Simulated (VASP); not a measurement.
# TaN (Fm-3m) in VASP: a series of runs

Aim: see how the results for TaN move with the level of theory and the settings. Levels: PBEsol, r2SCAN. Tasks: single point.

Program: VASP 6.6.1. These are calculated values, not measurements. Logs are shortened: lines on timing, memory, paths and dates and some standing lists are left out, and cuts for length are marked.

**1. The cell of the first run**

The structure is cubic, space group Fm-3m (No. 225). The conventional cell has a = 4.423 Å, b = 4.423 Å, c = 4.423 Å, α = 90.00°, β = 90.00°, γ = 90.00°. Ta (site symmetry m-3m) has 6 N at 2.21 Å within 2.9 Å. Within 2.9 Å of N (site symmetry m-3m) lie 6 Ta at 2.21 Å.

**2. Single point, PBEsol**

File INCAR:

```
SYSTEM = TaN
  ALGO = Normal
  EDIFF = 1E-7
  ENCUT = 520
  GGA = PS
  ISIF = 2
  ISMEAR = 0
  LASPH = .TRUE.
  LCHARG = .TRUE.
  LELF = .TRUE.
  LREAL = .FALSE.
  LVHAR = .TRUE.
  LWAVE = .FALSE.
  NBANDS = 15
  NELM = 100
  PREC = Accurate
  SIGMA = 0.1
```

File KPOINTS:

```
k-points
0
G
  8 8 8
  0 0 0
```

File POSCAR:

```
TaN
1.0
    0.0000000000      2.2113230000      2.2113230000
    2.2113230000      0.0000000000      2.2113230000
    2.2113230000      2.2113230000      0.0000000000
Ta N
1 1
Direct
    0.5000000000      0.5000000000      0.5000000000
    0.0000000000      0.0000000000      0.0000000000
```

Potentials or basis: VASP PAW PBE potentials, release 64 (Ta_pv, N).

The run is started by

```sh
cat potpaw_PBE.64/Ta_pv/POTCAR potpaw_PBE.64/N/POTCAR > POTCAR
mpirun -np 1 vasp_std > vasp.out
```

OUTCAR:

```text
SYSTEM = TaN
   EDIFF = 1E-7
   ENCUT = 520
   GGA = PS
   ISIF = 2
   ISMEAR = 0
   LASPH = .TRUE.
   LREAL = .FALSE.
   NELM = 100
   PREC = Accurate

 ion  position               nearest neighbor table
   1  0.500  0.500  0.500-   2 2.21   2 2.21   2 2.21   2 2.21   2 2.21   2 2.21
   2  0.000  0.000  0.000-   1 2.21   1 2.21   1 2.21   1 2.21   1 2.21   1 2.21

  LATTYP: Found a face centered cubic cell.
 ALAT       =     4.4226460000

  Lattice vectors:

 A1 = (   0.0000000000,   2.2113230000,   2.2113230000)
 A2 = (   2.2113230000,   0.0000000000,   2.2113230000)
 A3 = (   2.2113230000,   2.2113230000,   0.0000000000)

Analysis of symmetry for initial positions (statically):
=====================================================================
 Subroutine PRICEL returns:
 Original cell was already a primitive cell.

 Routine SETGRP: Setting up the symmetry group for a
 face centered cubic supercell.

 Subroutine GETGRP returns: Found 48 space group operations
 (whereof 48 operations were pure point group operations)
 out of a pool of 48 trial point group operations.

The static configuration has the point symmetry O_h .

Analysis of symmetry for dynamics (positions and initial velocities):
=====================================================================
 Subroutine PRICEL returns:
 Original cell was already a primitive cell.

 Routine SETGRP: Setting up the symmetry group for a
 face centered cubic supercell.

 Subroutine GETGRP returns: Found 48 space group operations
 (whereof 48 operations were pure point group operations)
 out of a pool of 48 trial point group operations.

The dynamic configuration has the point symmetry O_h .

 Subroutine INISYM returns: Found 48 space group operations
 (whereof 48 operations are pure point group operations),
 and found     1 'primitive' translations

----------------------------------------------------------------------------------------

                                     Primitive cell

  volume of cell :      21.6265

  direct lattice vectors                    reciprocal lattice vectors
     0.000000000  2.211323000  2.211323000    -0.226108985  0.226108985  0.226108985
     2.211323000  0.000000000  2.211323000     0.226108985 -0.226108985  0.226108985
     2.211323000  2.211323000  0.000000000     0.226108985  0.226108985 -0.226108985

  length of vectors
     3.127282977  3.127282977  3.127282977     0.391632251  0.391632251  0.391632251

  position of ions in fractional coordinates (direct lattice)
[... 90 lines left out ...]
   NELECT =      16.0000    total number of electrons
   NUPDOWN=      -1.0000    fix difference up-down
   EMIN   =  10.00;   EMAX   =-10.00  energy-range for DOS
   EFERMI =   0.00;   METHOD = LEGACY
   ISMEAR =     0;   SIGMA  =   0.10  broadening in eV -4-tet -1-fermi 0-gaus
   EFERMI_NEDOS =   21; number of points for ismear=-14 and -15
   IALGO  =     38    algorithm
   IMIX   =      4    mixing-type and parameters
     AMIX     =   0.40;   BMIX     =  1.00
     AMIX_MAG =   1.60;   BMIX_MAG =  1.00
  volume/ion in A,a.u.               =      10.81        72.97
  Fermi-wavevector in a.u.,A,eV,Ry     =   1.480651  2.798024 29.828417  2.192327
  Thomas-Fermi vector in A             =   2.594659
   LORBIT       =      0    0 simple, 1 ext, 2 COOP (PROOUT), +10 PAW based schemes
   GGA     = PS    functional components
   LHFCALC =     F    Hartree Fock is set to
   AEXX    =    0.0000 exact exchange contribution
   IVDW    =     0    specifies the selected vdW correction
   LEPSILON=     F    determine dielectric tensor
   LRPA    =     F    only Hartree local field effects (RPA)
 non-spin polarized calculation
 Gauss-broadening in eV      SIGMA  =   0.10
  energy-cutoff  :      520.00
  volume of cell :       21.63
 maximum number of plane-waves:       604
   NGX = 11   NGY = 11   NGZ = 11

 number of electron      16.0000003 magnetization

 Free energy of the ion-electron system (eV)
  ---------------------------------------------------
  ext. energy  EPLUGINS =         0.00000000
  ---------------------------------------------------
  free energy    TOTEN  =       -23.16947242 eV

  energy without entropy =      -23.16599695  energy(sigma->0) =      -23.16773468

 E-fermi :   9.2377     XC(G=0): -13.4948

 val. band max:        9.2120854684   @ k =   0.0000   0.0000   0.0000
 cond. band min:       9.3869179000   @ k =   0.5000   0.1250   0.0000
 fundamental gap:      0.1748324316
 Fermi energy:         9.2377226280

 k-point     1 :       0.0000    0.0000    0.0000
  band No.  band energies     occupation
      1     -26.5445      2.00000
      2     -26.5445      2.00000
      3     -26.5445      2.00000
      4      -9.4784      2.00000
      5       5.4435      2.00000
      6       5.4435      2.00000
      7       5.4435      2.00000
      8       7.1063      2.00000
      9       7.1063      2.00000
     10       7.1063      2.00000
     11       9.2121      1.28307
     12       9.2121      1.28307
     13      10.5841      0.00000
     14      18.5524      0.00000
[... 401 lines left out ...]
      2     -26.8286      2.00000
      3     -26.6931      2.00000
      4      -7.0625      2.00000
      5       0.1238      2.00000
      6       2.1784      2.00000
      7       2.2666      2.00000
      8       9.3903      0.03096
      9       9.8329      0.00000
     10      11.7461      0.00000
     11      14.2034      0.00000
     12      15.3817      0.00000
     13      17.4508      0.00000
     14      19.1679      0.00000
     15      21.5411      0.00000

 [... further k-points ...]

------------------------ aborting loop because EDIFF is reached ----------------------------------------

  FORCE on cell =-STRESS in cart. coord.  units (eV):
  Direction    XX          YY          ZZ          XY          YZ          ZX
  --------------------------------------------------------------------------------------
  -------------------------------------------------------------------------------------
  Total       -1.3005479     -1.3005479     -1.3005479     -0.0000000      0.0000000     -0.0000000
  in kB      -96.3497034    -96.3497034    -96.3497034     -0.0000000      0.0000000     -0.0000000
  external PRESSURE =     -96.3497034 kB  Pullay stress =       0.0000000 kB

 VOLUME and BASIS-vectors are now :
 -----------------------------------------------------------------------------
  energy-cutoff  :      520.00
  volume of cell :       21.63
      direct lattice vectors                 reciprocal lattice vectors
     0.000000000  2.211323000  2.211323000    -0.226108985  0.226108985  0.226108985
     2.211323000  0.000000000  2.211323000     0.226108985 -0.226108985  0.226108985
     2.211323000  2.211323000  0.000000000     0.226108985  0.226108985 -0.226108985

 POSITION                                       TOTAL-FORCE (eV/Angst)
 -----------------------------------------------------------------------------------
      2.21132      2.21132      2.21132        -0.000000     -0.000000      0.000000
      0.00000      0.00000      0.00000         0.000000      0.000000     -0.000000
 -----------------------------------------------------------------------------------
    total drift:                                0.000000     -0.000000     -0.000000

  FREE ENERGIE OF THE ION-ELECTRON SYSTEM (eV)
  ---------------------------------------------------
  free  energy   TOTEN  =       -23.1694724169 eV

  energy  without entropy=      -23.1659969529  energy(sigma->0) =      -23.16773468
```

stdout:

```text
POSCAR found type information on POSCAR TaN
 POSCAR found :  2 types and       2 ions
 scaLAPACK will be used
 -----------------------------------------------------------------------------
|                                                                             |
|                                                                             |
|     You enforced a specific xc type in the INCAR file but a different       |
|     I HOPE YOU KNOW WHAT YOU ARE DOING!                                     |
|                                                                             |
 -----------------------------------------------------------------------------

 LDA part: xc-table for (Slater+PW92), standard interpolation
 POSCAR, INCAR and KPOINTS ok, starting setup
 FFT: planning ... GRIDC
 FFT: planning ... GRID_SOFT
 FFT: planning ... GRID
 WAVECAR not read
 entering main loop
```

It took 7.7 s on 1 thread of Intel Xeon Platinum 8259CL at 2.50GHz (Skylake/Cascade Lake), shared host; peak memory 0.14 GiB.

What came out:

```
Free energy            : -23.1695 eV
Pressure               : -9.6 GPa
Band gap on the k mesh : zero (band 8 reaches 11.04 eV, above the bottom of band 9 at 7.11 eV)
```

Levels at points of the mesh, in eV from the Fermi level:
```
           k point  band 5  band 6  band 7  band 8  band 9  band 10  band 11  band 12
(0.00, 0.00, 0.00)   -3.79   -3.79   -3.79   -2.13   -2.13    -2.13    -0.03    -0.03
(0.50, 0.00, 0.00)  -10.31   -7.51   -7.51    1.81    1.81     1.91     3.70     7.33
(0.50, 0.50, 0.00)   -6.65   -5.43   -4.62   -4.62    1.99     3.42     3.42     4.34
```

Caveat: the PAW data sets were made with another functional, which shifts forces and pressure a little; spin-orbit coupling is left out, which moves the levels of the heavy elements.

**3. Single point, PBEsol**

This run uses another cell than the first one, of 10.47 Å³/atom, 0.969 times its volume.

File INCAR:

```
ALGO = Normal
EDIFF = 1E-7
ENCUT = 520
GGA = PS
ISIF = 2
ISMEAR = 0
LASPH = T
LCHARG = F
LREAL = F
LWAVE = F
NBANDS = 15
NELM = 80
PREC = Accurate
SIGMA = 0.1
```

File KPOINTS:

```
k-points
0
Gamma
  16 16 16
```

File POSCAR:

```
TaN
1.0
    0.0000000000      2.1879310204      2.1879310204
    2.1879310204      0.0000000000      2.1879310204
    2.1879310204      2.1879310204      0.0000000000
Ta N
1 1
Direct
    0.5000000000      0.5000000000      0.5000000000
    0.0000000000      0.0000000000      0.0000000000
```

Potentials or basis: VASP PAW PBE potentials, release 64 (Ta_pv, N).

The run is started by

```sh
cat potpaw_PBE.64/Ta_pv/POTCAR potpaw_PBE.64/N/POTCAR > POTCAR
mpirun -np 1 vasp_std > vasp.out
```

OUTCAR:

```text
EDIFF = 1E-7
   ENCUT = 520
   GGA = PS
   ISIF = 2
   ISMEAR = 0
   LASPH = T
   LREAL = F
   NELM = 80
   PREC = Accurate

 ion  position               nearest neighbor table
   1  0.500  0.500  0.500-   2 2.19   2 2.19   2 2.19   2 2.19   2 2.19   2 2.19
   2  0.000  0.000  0.000-   1 2.19   1 2.19   1 2.19   1 2.19   1 2.19   1 2.19

  LATTYP: Found a face centered cubic cell.
 ALAT       =     4.3758620408

  Lattice vectors:

 A1 = (   0.0000000000,   2.1879310204,   2.1879310204)
 A2 = (   2.1879310204,   0.0000000000,   2.1879310204)
 A3 = (   2.1879310204,   2.1879310204,   0.0000000000)

Analysis of symmetry for initial positions (statically):
=====================================================================
 Subroutine PRICEL returns:
 Original cell was already a primitive cell.

 Routine SETGRP: Setting up the symmetry group for a
 face centered cubic supercell.

 Subroutine GETGRP returns: Found 48 space group operations
 (whereof 48 operations were pure point group operations)
 out of a pool of 48 trial point group operations.

The static configuration has the point symmetry O_h .

Analysis of symmetry for dynamics (positions and initial velocities):
=====================================================================
 Subroutine PRICEL returns:
 Original cell was already a primitive cell.

 Routine SETGRP: Setting up the symmetry group for a
 face centered cubic supercell.

 Subroutine GETGRP returns: Found 48 space group operations
 (whereof 48 operations were pure point group operations)
 out of a pool of 48 trial point group operations.

The dynamic configuration has the point symmetry O_h .

 Subroutine INISYM returns: Found 48 space group operations
 (whereof 48 operations are pure point group operations),
 and found     1 'primitive' translations

----------------------------------------------------------------------------------------

                                     Primitive cell

[... 119 lines left out ...]
   LEPSILON=     F    determine dielectric tensor
   LRPA    =     F    only Hartree local field effects (RPA)
 non-spin polarized calculation
 Gauss-broadening in eV      SIGMA  =   0.10
  energy-cutoff  :      520.00
  volume of cell :       20.95
 maximum number of plane-waves:       588
   NGX = 11   NGY = 11   NGZ = 11

 number of electron      16.0000001 magnetization

 Free energy of the ion-electron system (eV)
  ---------------------------------------------------
  ext. energy  EPLUGINS =         0.00000000
  ---------------------------------------------------
  free energy    TOTEN  =       -23.21115151 eV

  energy without entropy =      -23.20553168  energy(sigma->0) =      -23.20834160

 E-fermi :   9.5368     XC(G=0): -13.6719

 val. band max:        9.5292562711   @ k =  -0.2500   0.3750   0.1250
 cond. band min:       9.5436103662   @ k =  -0.3125   0.3125   0.1250
 fundamental gap:      0.0143540951
 Fermi energy:         9.5368149695

 k-point     1 :       0.0000    0.0000    0.0000
  band No.  band energies     occupation
      1     -26.1291      2.00000
      2     -26.1291      2.00000
      3     -26.1291      2.00000
      4      -9.3845      2.00000
      5       5.7096      2.00000
      6       5.7096      2.00000
      7       5.7096      2.00000
      8       7.3761      2.00000
      9       7.3761      2.00000
     10       7.3761      2.00000
     11       9.5764      0.57518
     12       9.5764      0.57518
     13      11.2199      0.00000
     14      18.9288      0.00000
[... 401 lines left out ...]
      2     -26.1528      2.00000
      3     -26.1314      2.00000
      4      -9.1256      2.00000
      5       4.4744      2.00000
      6       4.7890      2.00000
      7       5.1394      2.00000
      8       7.5545      2.00000
      9       7.7901      2.00000
     10       8.1008      2.00000
     11      10.0183      0.00000
     12      10.8983      0.00000
     13      12.0226      0.00000
     14      19.7116      0.00000
     15      21.9445      0.00000

 [... further k-points ...]

------------------------ aborting loop because EDIFF is reached ----------------------------------------

  FORCE on cell =-STRESS in cart. coord.  units (eV):
  Direction    XX          YY          ZZ          XY          YZ          ZX
  --------------------------------------------------------------------------------------
  -------------------------------------------------------------------------------------
  Total        0.1297897      0.1297897      0.1297897      0.0000000      0.0000000      0.0000000
  in kB        9.9270409      9.9270409      9.9270409      0.0000000      0.0000000      0.0000000
  external PRESSURE =       9.9270409 kB  Pullay stress =       0.0000000 kB

 VOLUME and BASIS-vectors are now :
 -----------------------------------------------------------------------------
  energy-cutoff  :      520.00
  volume of cell :       20.95
      direct lattice vectors                 reciprocal lattice vectors
     0.000000000  2.187931020  2.187931020    -0.228526400  0.228526400  0.228526400
     2.187931020  0.000000000  2.187931020     0.228526400 -0.228526400  0.228526400
     2.187931020  2.187931020  0.000000000     0.228526400  0.228526400 -0.228526400

 POSITION                                       TOTAL-FORCE (eV/Angst)
 -----------------------------------------------------------------------------------
      2.18793      2.18793      2.18793        -0.000000      0.000000     -0.000000
      0.00000      0.00000      0.00000         0.000000     -0.000000      0.000000
 -----------------------------------------------------------------------------------
    total drift:                                0.000000     -0.000000     -0.000000

  FREE ENERGIE OF THE ION-ELECTRON SYSTEM (eV)
  ---------------------------------------------------
  free  energy   TOTEN  =       -23.2111515149 eV

  energy  without entropy=      -23.2055316757  energy(sigma->0) =      -23.20834160
```

It took 25 s on 1 thread of Intel Xeon Platinum 8259CL at 2.50GHz (Skylake/Cascade Lake), shared host; peak memory 0.17 GiB.

Results:

```yaml
Free_energy: -23.2112 eV
Pressure: 1.0 GPa
Band_gap_on_the_k_mesh: zero (band 8 reaches 11.50 eV, above the bottom of band 9 at 7.38 eV)
```

Caveat: the PAW data sets were made with another functional, which shifts forces and pressure a little; spin-orbit coupling is left out, which moves the levels of the heavy elements.

**4. Single point, r2SCAN**

This run uses another cell than the first one, of 10.47 Å³/atom, 0.969 times its volume.

POSCAR is that of step 3.

File INCAR.step1:

```
PREC = Accurate
ENCUT = 520
ISMEAR = 0
SIGMA = 0.1
LREAL = False
LASPH = True
NELM = 100
NBANDS = 15
GGA = PE
ALGO = Normal
EDIFF = 1E-4
LWAVE = True
LCHARG = False
```

File INCAR.step2:

```
PREC = Accurate
ENCUT = 520
EDIFF = 1E-6
ISMEAR = 0
SIGMA = 0.1
LREAL = False
LASPH = True
NELM = 100
ALGO = Normal
ISIF = 2
LWAVE = False
LCHARG = False
METAGGA = R2SCAN
LMIXTAU = True
NBANDS = 15
ISTART = 1
```

File KPOINTS:

```
Automatic mesh
0
Gamma
  16 16 16
```

The run is started by

```sh
cat potpaw_PBE.64/Ta_pv/POTCAR potpaw_PBE.64/N/POTCAR > POTCAR
cp INCAR.step1 INCAR
mpirun -np 1 vasp_std > vasp.out
cp INCAR.step2 INCAR
mpirun -np 1 vasp_std > vasp.out
```

Run time: 81 s. Hardware: 1 thread of Intel Xeon Platinum 8259CL at 2.50GHz (Skylake/Cascade Lake), shared host; peak memory 0.18 GiB.

The run converged. Its results:

```yaml
Free_energy: -59.6158 eV
Pressure: 7.2 GPa
Band_gap_on_the_k_mesh: zero (band 8 reaches 11.76 eV, above the bottom of band 9 at 7.57 eV)
```

Levels at points of the mesh, in eV from the Fermi level:
```tsv
k point	band 6	band 7	band 8	band 9	band 10	band 11
(0.00, 0.00, 0.00)	-4.19	-4.19	-2.21	-2.21	-2.21	0.14
(0.50, 0.00, 0.00)	-8.11	-8.11	1.98	1.98	2.12	4.14
(0.50, 0.50, 0.00)	-5.72	-5.04	-5.04	2.26	3.64	3.64
```

Caveat: the PAW data sets were made with another functional, which shifts forces and pressure a little; spin-orbit coupling is left out, which moves the levels of the heavy elements.

**5. The runs side by side**

```csv
level,cell,k mesh,gap on the mesh (eV),pressure (GPa)
PBEsol,"a = 3.127 Å, angles 60.0°, 2 atoms",8 × 8 × 8,none,-9.6
PBEsol,"a = 3.094 Å, angles 60.0°, 2 atoms",16 × 16 × 16,none,1.0
r2SCAN,"a = 3.094 Å, angles 60.0°, 2 atoms",16 × 16 × 16,none,7.2
```

Alike in all rows: task single point; potentials or basis VASP PAW PBE potentials, release 64 (Ta_pv, N); no spin polarisation; cutoff (eV) 520; smearing gaussian 0.1 eV.

Caveats: the PAW data sets were made with another functional, which shifts forces and pressure a little; spin-orbit coupling is left out, which moves the levels of the heavy elements.

Absolute energies hang on the potentials; compare differences alone.
